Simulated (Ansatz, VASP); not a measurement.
One calculation of Ti3AlB3, two programs

```
Ti Al B
1.0
     3.46847    0.00000    0.00000
     0.00000    3.46847    0.00000
     0.00000    0.00000    8.12814
Ti Al B
3 1 3
Direct
  0.00000 0.00000 0.64991
  0.00000 0.00000 0.35009
  0.00000 0.00000 0.00000
  0.50000 0.50000 0.00000
  0.50000 0.50000 0.50000
  0.00000 0.50000 0.83169
  0.50000 0.00000 0.16831
```

Alike in both runs: functional PBE; k mesh 5 × 5 × 2; occupations gaussian, width 0.2 eV; no spin polarisation.

Ansatz relaxed the structure, and its values are those at the end. VASP's run is a single point on that final structure, the one shown.

```csv
,VASP,Ansatz
version,VASP 6.6.1,Ansatz 0.2.0
potentials or method,"VASP PAW PBE potentials, release 64 (Ti_sv, Al, B), cutoff 500 eV","scalar-relativistic, plane waves, PAW"
valence electrons in the cell,48,48
```

Ansatz gave:

| Item | Value |
| --- | --- |
| gap on the k mesh at the Fermi level (eV) | none |
| pressure (GPa) | 0.1 |
| rms of the force components (eV/Å) | 0.003 |

Q: What did VASP give for the same quantities?

A: gap on the k mesh at the Fermi level (eV): none; pressure (GPa): 0.1; rms of the force components (eV/Å): 0.005.

A gap of «none» marks a metal or a gap that the smearing closes. The functional is the same, so the differences come from potentials, cutoffs and numerics.

The k mesh is coarse, so the values compare programs but aren't converged.
